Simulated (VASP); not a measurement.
# Al (P6_3/mmc) in VASP: notebook

The runs below take Al through single point, with PBEsol.

Program: VASP 6.6.1. These are calculated values, not measurements. Logs are shortened: lines on timing, memory, paths and dates and some standing lists are left out, and cuts for length are marked.

### Step 1. The cell of the first run

Symmetry: P6_3/mmc, No. 194, hexagonal system. The conventional cell has a = 2.994 Å, b = 2.994 Å, c = 8.365 Å, α = 90.00°, β = 90.00°, γ = 120.00°. Al (site symmetry -3m) has 12 Al at 2.71 to 2.99 Å within 3.6 Å. Within 3.6 Å of Al (site symmetry -6m2) lie 12 Al at 2.71 to 2.99 Å.

This isn't the form of Al at room conditions, which is fcc.

### Step 2. Single point, PBEsol

INCAR reads:

```
PREC     = Accurate       # precision mode
ENCUT    = 520            # plane-wave cutoff, eV
EDIFF    = 1E-7           # SCF threshold, eV
ISMEAR   = 0              # smearing method
SIGMA    = 0.15           # smearing width, eV
LREAL    = F              # projectors in reciprocal space
LASPH    = T              # aspherical terms in the spheres
NELM     = 80             # most SCF steps
ALGO     = Fast           # electronic algorithm
ISIF     = 2              # what is computed and relaxed
LWAVE    = F              # write WAVECAR
LCHARG   = T              # write CHGCAR
GGA      = PS             # functional
LELF     = T              # ELF
LVHAR    = T            
NBANDS   = 14             # bands
```

KPOINTS reads:

```
Automatic mesh
0
Gamma
  24 24 6
```

POSCAR reads:

```
Al
1.0
    2.9941724851      0.0000000000      0.0000000000
   -1.4970862425      2.5930294354      0.0000000000
    0.0000000000      0.0000000000      8.3649242388
Al
4
Direct
    0.0000000000      0.0000000000      0.0000000000
    0.3333333333      0.6666666667      0.2500000000
    0.0000000000      0.0000000000      0.5000000000
    0.6666666667      0.3333333333      0.7500000000
```

Potentials or basis: VASP PAW PBE potentials, release 64 (Al).

The run is started by

```sh
cat potpaw_PBE.64/Al/POTCAR > POTCAR
mpirun -np 1 vasp_std > vasp.out
```

OUTCAR:

```text
PREC = Accurate
   ENCUT = 520
   EDIFF = 1E-7
   ISMEAR = 0
   LREAL = F
   LASPH = T
   NELM = 80
   ISIF = 2
   GGA = PS

 ion  position               nearest neighbor table
   1  0.000  0.000  0.000-   2 2.71   4 2.71   2 2.71   4 2.71   4 2.71   2 2.71
   2  0.333  0.667  0.250-   1 2.71   3 2.71   1 2.71   3 2.71   1 2.71   3 2.71
   3  0.000  0.000  0.500-   2 2.71   4 2.71   2 2.71   4 2.71   4 2.71   2 2.71
   4  0.667  0.333  0.750-   1 2.71   3 2.71   1 2.71   3 2.71   1 2.71   3 2.71

  LATTYP: Found a hexagonal cell.
 ALAT       =     2.9941724851
 C/A-ratio  =     2.7937349236

  Lattice vectors:

 A1 = (   2.9941724851,   0.0000000000,   0.0000000000)
 A2 = (  -1.4970862425,   2.5930294354,   0.0000000000)
 A3 = (   0.0000000000,   0.0000000000,   8.3649242388)

Analysis of symmetry for initial positions (statically):
=====================================================================
 Subroutine PRICEL returns:
 Original cell was already a primitive cell.

 Routine SETGRP: Setting up the symmetry group for a
 hexagonal supercell.

 Subroutine GETGRP returns: Found 24 space group operations
 (whereof 12 operations were pure point group operations)
 out of a pool of 24 trial point group operations.

The static configuration has the point symmetry D_3d.
 The point group associated with its full space group is D_6h.

Analysis of symmetry for dynamics (positions and initial velocities):
=====================================================================
 Subroutine PRICEL returns:
 Original cell was already a primitive cell.

 Routine SETGRP: Setting up the symmetry group for a
 hexagonal supercell.

 Subroutine GETGRP returns: Found 24 space group operations
 (whereof 12 operations were pure point group operations)
 out of a pool of 24 trial point group operations.

The dynamic configuration has the point symmetry D_3d.
 The point group associated with its full space group is D_6h.

 Subroutine INISYM returns: Found 24 space group operations
 (whereof 12 operations are pure point group operations),
 and found     1 'primitive' translations

----------------------------------------------------------------------------------------

                                     Primitive cell

  volume of cell :      64.9451

  direct lattice vectors                    reciprocal lattice vectors
     2.994172485  0.000000000  0.000000000     0.333982095  0.192824653  0.000000000
    -1.497086242  2.593029435  0.000000000     0.000000000  0.385649305  0.000000000
     0.000000000  0.000000000  8.364924239     0.000000000  0.000000000  0.119546809

  length of vectors
     2.994172485  2.994172485  8.364924239     0.385649305  0.385649305  0.119546809

  position of ions in fractional coordinates (direct lattice)
     0.000000000  0.000000000  0.000000000
     0.333333333  0.666666667  0.250000000
     0.000000000  0.000000000  0.500000000
     0.666666667  0.333333333  0.750000000

  ion indices of the primitive-cell ions
   primitive index   ion index
                 1           1
                 2           2
                 3           3
                 4           4

----------------------------------------------------------------------------------------

 KPOINTS: Automatic mesh

Automatic generation of k-mesh.
 Grid dimensions read from file:
 generate k-points for:   24   24    6

 Generating k-lattice:

  Cartesian coordinates                     Fractional coordinates (reciprocal lattice)
     0.013915921  0.008034361  0.000000000     0.041666667 -0.000000000  0.000000000
     0.000000000  0.016068721  0.000000000     0.000000000  0.041666667  0.000000000
     0.000000000  0.000000000  0.019924468     0.000000000  0.000000000  0.166666667

  Length of vectors
     0.016068721  0.016068721  0.019924468

  Shift w.r.t. Gamma in fractional coordinates (k-lattice)
     0.000000000  0.000000000  0.000000000

 Subroutine IBZKPT returns following result:
 ===========================================

 Found    244 irreducible k-points:

 Following reciprocal coordinates:
            Coordinates               Weight
  0.000000  0.000000  0.000000      1.000000
  0.041667 -0.000000  0.000000      6.000000
  0.083333  0.000000  0.000000      6.000000
  0.125000  0.000000  0.000000      6.000000
  0.166667  0.000000  0.000000      6.000000
  0.208333  0.000000  0.000000      6.000000
[... 16 lines left out ...]
  0.416667  0.041667  0.000000     12.000000
  0.458333  0.041667  0.000000     12.000000
 [... further k-points ...]
   k-points           NKPTS =    244   k-points in BZ     NKDIM =    244   number of bands    NBANDS=     14
   number of dos      NEDOS =    301   number of ions     NIONS =      4
   total plane-waves  NPLWV =  36864
   dimension x,y,z NGX =    24 NGY =   24 NGZ =   64
   dimension x,y,z NGXF=    48 NGYF=   48 NGZF=  128
   ions per type =               4
   NGX,Y,Z   is equivalent  to a cutoff of  13.33, 13.33, 12.72 a.u.
   NGXF,Y,Z  is equivalent  to a cutoff of  26.65, 26.65, 25.44 a.u.
 SYSTEM =  unknown system
   PREC   = accura    normal or accurate (medium, high low for compatibility)
   ISTART =      0    job   : 0-new  1-cont  2-samecut
   ICHARG =      2    charge: 1-file 2-atom 10-const
   ISPIN  =      1    spin polarized calculation?
   LNONCOLLINEAR =      F non collinear calculations
   LSORBIT =      F    spin-orbit coupling
   LASPH  =      T    aspherical Exc in radial PAW
   ENCUT  =  520.0 eV  38.22 Ry    6.18 a.u.   5.57  5.57 15.55*2*pi/ulx,y,z
   NELM   =     80;   NELMIN=  2; NELMDL= -5     # of ELM steps
   EDIFF  = 0.1E-06   stopping-criterion for ELM
   LREAL  =      F    real-space projection
   EDIFFG = 0.1E-05   stopping-criterion for IOM
   NSW    =      0    number of steps for IOM
   IBRION =     -1    ionic relax: 0-MD 1-quasi-New 2-CG
   NFREE  =      0    steps in history (QN), initial steepest desc. (CG)
   ISIF   =      2    stress and relaxation
   ISYM   =      2    0-nonsym 1-usesym 2-fastsym
   POTIM  = 0.5000    time-step for ionic-motion
   TEBEG  =    0.0;   TEEND  =   0.0 temperature during run
   PSTRESS=    0.0 pullay stress
   NELECT =      12.0000    total number of electrons
   NUPDOWN=      -1.0000    fix difference up-down
   EMIN   =  10.00;   EMAX   =-10.00  energy-range for DOS
   EFERMI =   0.00;   METHOD = LEGACY
   ISMEAR =     0;   SIGMA  =   0.15  broadening in eV -4-tet -1-fermi 0-gaus
   EFERMI_NEDOS =   21; number of points for ismear=-14 and -15
   IALGO  =     68    algorithm
   IMIX   =      4    mixing-type and parameters
     AMIX     =   0.40;   BMIX     =  1.00
     AMIX_MAG =   1.60;   BMIX_MAG =  1.00
  volume/ion in A,a.u.               =      16.24       109.57
  Fermi-wavevector in a.u.,A,eV,Ry     =   0.932438  1.762052 11.829450  0.869440
  Thomas-Fermi vector in A             =   2.059035
   LORBIT       =      0    0 simple, 1 ext, 2 COOP (PROOUT), +10 PAW based schemes
   GGA     = PS    functional components
   LHFCALC =     F    Hartree Fock is set to
   AEXX    =    0.0000 exact exchange contribution
   IVDW    =     0    specifies the selected vdW correction
   LEPSILON=     F    determine dielectric tensor
   LRPA    =     F    only Hartree local field effects (RPA)
 non-spin polarized calculation
 RMM-DIIS sequential band-by-band and
 Gauss-broadening in eV      SIGMA  =   0.15
  energy-cutoff  :      520.00
  volume of cell :       64.95
 maximum number of plane-waves:      1791
 NGX is ok and might be reduce to    24
   NGX = 11   NGY = 11   NGZ = 31

 number of electron      12.0000000 magnetization

 Free energy of the ion-electron system (eV)
  ---------------------------------------------------
  ext. energy  EPLUGINS =         0.00000000
  ---------------------------------------------------
  free energy    TOTEN  =       -16.06708036 eV

  energy without entropy =      -16.04915248  energy(sigma->0) =      -16.05811642

 E-fermi :   8.0890     XC(G=0): -10.3067

 val. band max:        8.0865118059   @ k =   0.2500   0.0833   0.5000
 cond. band min:       8.0986539696   @ k =   0.3750   0.2500   0.5000
 fundamental gap:      0.0121421637
 Fermi energy:         8.0889834743

 k-point     1 :       0.0000    0.0000    0.0000
  band No.  band energies     occupation
      1      -3.1398      2.00000
      2      -1.0461      2.00000
      3      -1.0424      2.00000
      4       4.4990      2.00000
      5       5.7203      2.00000
      6      14.6931      0.00000
      7      14.7915      0.00000
      8      16.4670      0.00000
      9      16.4670      0.00000
     10      16.8671      0.00000
     11      16.8671      0.00000
     12      18.2571      0.00000
     13      18.2580      0.00000
     14      18.3843      0.00000

 k-point     2 :       0.0417   -0.0000    0.0000
  band No.  band energies     occupation
      1      -3.1016      2.00000
      2      -1.0086      2.00000
      3      -1.0048      2.00000
      4       4.5335      2.00000
      5       5.7568      2.00000
      6      14.6550      0.00000
      7      14.8067      0.00000
      8      15.6693      0.00000
      9      15.9142      0.00000
     10      16.9715      0.00000
     11      17.2732      0.00000
     12      17.4735      0.00000
     13      17.6575      0.00000
     14      17.7394      0.00000

 k-point     3 :       0.0833    0.0000    0.0000
  band No.  band energies     occupation
      1      -2.9872      2.00000
      2      -0.8962      2.00000
      3      -0.8922      2.00000
      4       4.6368      2.00000
      5       5.8661      2.00000
      6      14.0810      0.00000
      7      14.8181      0.00000
      8      14.9815      0.00000
      9      15.2428      0.00000
     10      16.0409      0.00000
     11      16.2520      0.00000
     12      16.9639      0.00000
     13      17.0594      0.00000
     14      17.1667      0.00000
[... 324 lines left out ...]
 k-point    23 :       0.4167    0.0417    0.0000
  band No.  band energies     occupation
      1       1.0280      2.00000
      2       3.0096      2.00000
      3       3.0615      2.00000
      4       3.6966      2.00000
      5       5.6626      2.00000
      6       5.7459      2.00000
      7       8.4078      0.00265
      8       9.8118      0.00000
      9      10.8960      0.00000
     10      11.2833      0.00000
     11      12.4039      0.00000
     12      13.2628      0.00000
     13      13.3379      0.00000
     14      14.5530      0.00000

 k-point    24 :       0.4583    0.0417    0.0000
  band No.  band energies     occupation
      1       1.8283      2.00000
      2       2.7322      2.00000
      3       3.7528      2.00000
      4       3.8424      2.00000
      5       4.7620      2.00000
      6       4.9034      2.00000
      7       9.1035      0.00000
      8      10.0563      0.00000
      9      10.4645      0.00000
     10      11.0706      0.00000
     11      11.8241      0.00000
     12      13.1900      0.00000
     13      13.2512      0.00000
     14      14.4580      0.00000

 [... further k-points ...]
[... 5 lines left out ...]
  --------------------------------------------------------------------------------------
  -------------------------------------------------------------------------------------
  Total       -0.4412356     -0.4412356      3.9720316     -0.0000000      0.0000000     -0.0000000
  in kB      -10.8851613    -10.8851613     97.9889270     -0.0000000      0.0000000     -0.0000000
  external PRESSURE =      25.4062014 kB  Pullay stress =       0.0000000 kB

 VOLUME and BASIS-vectors are now :
 -----------------------------------------------------------------------------
  energy-cutoff  :      520.00
  volume of cell :       64.95
      direct lattice vectors                 reciprocal lattice vectors
     2.994172485  0.000000000  0.000000000     0.333982095  0.192824653  0.000000000
    -1.497086242  2.593029435  0.000000000     0.000000000  0.385649305  0.000000000
     0.000000000  0.000000000  8.364924239     0.000000000  0.000000000  0.119546809

 POSITION                                       TOTAL-FORCE (eV/Angst)
 -----------------------------------------------------------------------------------
      0.00000      0.00000      0.00000         0.000000      0.000000      0.000000
     -0.00000      1.72869      2.09123         0.000000     -0.000000     -0.000000
      0.00000      0.00000      4.18246         0.000000      0.000000      0.000000
      1.49709      0.86434      6.27369        -0.000000      0.000000      0.000000
 -----------------------------------------------------------------------------------
    total drift:                               -0.000000      0.000000      0.000000

  FREE ENERGIE OF THE ION-ELECTRON SYSTEM (eV)
  ---------------------------------------------------
  free  energy   TOTEN  =       -16.0670803635 eV

  energy  without entropy=      -16.0491524763  energy(sigma->0) =      -16.05811642
```

Wall time 1.9 min (1 thread of Intel Xeon 6975P-C (Granite Rapids), shared host); peak memory 0.29 GiB.

Results:

```
Free energy            : -16.0671 eV
Pressure               : 2.5 GPa
Band gap on the k mesh : zero (bands 6 and 7 overlap by 8.76 eV)
```

Levels at points of the mesh, in eV from the Fermi level:
```csv
k point,band 3,band 4,band 5,band 6,band 7,band 8,band 9,band 10
"(0.00, 0.00, 0.00)",-9.13,-3.59,-2.37,6.60,6.70,8.38,8.38,8.78
"(0.50, 0.00, 0.00)",-4.18,-3.98,-3.66,-3.42,1.21,1.71,2.84,2.85
"(0.00, 0.00, 0.50)",-6.57,-6.57,1.50,1.50,8.75,8.75,8.75,8.75
"(0.50, 0.00, 0.50)",-5.19,-5.19,-1.68,-1.68,-0.93,-0.93,4.32,4.32
```

Caveat: the PAW data sets were made with another functional, which shifts forces and pressure a little.

(Part 1 of 2 ends here.)
